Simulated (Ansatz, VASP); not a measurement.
## One calculation of SrO, two programs

```
Sr O
1.0
     0.00000    2.53236    2.53236
     2.53236    0.00000    2.53236
     2.53236    2.53236    0.00000
Sr O
1 1
Direct
  0.00000 0.00000 0.00000
  0.50000 0.50000 0.50000
```

Alike in both runs: functional LDA; k mesh 6 × 6 × 6; occupations gaussian, width 0.02 eV; no spin polarisation.

Ansatz relaxed the structure, and its values are those at the end. VASP's run is a single point on that final structure, the one shown.

```csv
,VASP,Ansatz
version,VASP 6.6.1,Ansatz 0.2.0
potentials or method,"VASP PAW LDA potentials, release 64 (Sr_sv, O), cutoff 520 eV","scalar-relativistic, plane waves, PAW"
valence electrons in the cell,16,16
```

Ansatz gave:

```
gap on the k mesh at the Fermi level (eV) : 3.12
least direct gap on the mesh (eV)         : 3.16
pressure (GPa)                            : 0.0
```

Q: Estimate VASP's values.

A: gap on the k mesh at the Fermi level (eV): 3.06; least direct gap on the mesh (eV): 3.11; pressure (GPa): 0.8.

Ansatz warns that its potentials were made for another functional, while VASP's fit it. LDA's correlation is that of Perdew and Zunger in VASP and of Perdew and Wang (1992) in Ansatz.
